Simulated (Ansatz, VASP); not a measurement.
One calculation of Sr, two programs

```
Sr
1.0
     0.00000    3.01332    3.01332
     3.01332    0.00000    3.01332
     3.01332    3.01332    0.00000
Sr
1
Direct
  0.00000 0.00000 0.00000
```

Alike in both runs: functional PBE; k mesh 12 × 12 × 12; occupations gaussian, width 0.1 eV; no spin polarisation.

Ansatz relaxed the structure, and its values are those at the end. VASP's run is a single point on that final structure, the one shown.

```csv
,VASP,Ansatz
version,VASP 6.6.1,Ansatz 0.2.0
potentials or method,"VASP PAW PBE potentials, release 64 (Sr_sv), cutoff 520 eV","scalar-relativistic, plane waves, PAW"
valence electrons in the cell,10,10
```

|  | VASP | Ansatz | Ansatz less VASP |
| --- | --- | --- | --- |
| gap on the k mesh at the Fermi level (eV) | none | none | - |
| pressure (GPa) | 0.0 | 0.0 | 0.00 |

A gap of «none» marks a metal or a gap that the smearing closes.
